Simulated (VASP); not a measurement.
Runs of VASP 6.6.1 on Ti. The structure is that of space group P6/mmm (No. 191), or close to it. The cells are those of the table. 

```csv
level,potentials or basis,U,cell,k mesh,smearing,gap on the mesh (eV),pressure (GPa)
PBE,"VASP PAW PBE potentials, release 64 (Ti_sv)",-,"a = 4.567, b = 4.567, c = 2.826 Å, angles 90.0, 90.0, 120.0°, 3 atoms",3 × 3 × 2,gaussian 0.1 eV,none,-3.9
LDA,"VASP PAW LDA potentials, release 64 (Ti_sv)",-,"a = 4.567, b = 4.567, c = 2.826 Å, angles 90.0, 90.0, 120.0°, 3 atoms",3 × 3 × 4,fermi-dirac 0.0073 eV,none,(a)
PBE+D3(BJ),"VASP PAW PBE potentials, release 64 (Ti_sv)",-,"a = 4.567, b = 4.567, c = 2.826 Å, angles 90.0, 90.0, 120.0°, 3 atoms",6 × 6 × 6,gaussian 0.1 eV,none,-5.3
PBEsol,"VASP PAW PBE potentials, release 64 (Ti_sv)",-,"a = 4.441, b = 4.441, c = 2.748 Å, angles 90.0, 90.0, 120.0°, 3 atoms",6 × 6 × 6,gaussian 0.1 eV,none,6.6
revPBE+U,"VASP PAW PBE potentials, release 64 (Ti_sv)",Ti d U = 2.0 eV,"a = 4.567, b = 4.567, c = 2.826 Å, angles 90.0, 90.0, 120.0°, 3 atoms",3 × 3 × 2,gaussian 0.1 eV,none,3.2
PBE,"VASP PAW PBE potentials, release 64 (Ti_sv)",-,"a = 4.567, b = 4.567, c = 2.826 Å, angles 90.0, 90.0, 120.0°, 3 atoms",3 × 3 × 4,gaussian 0.1 eV,none,(b)
```

Alike in all rows: task single point; no spin polarisation; cutoff (eV) 500.

Task: Fill in the values left out.

Result: (a) -8.6; (b) -0.1.

Caveats: all runs use coarse meshes; the PAW data sets were made with another functional, which shifts forces and pressure a little (some runs); pairwise dispersion overbinds metals, which lowers pressure and volume (some runs); U without spin polarisation on a metal has little footing (some runs); the U is typed as a test and isn't derived for this compound (some runs).

A gap of «none» marks levels without a gap at the run's occupations.
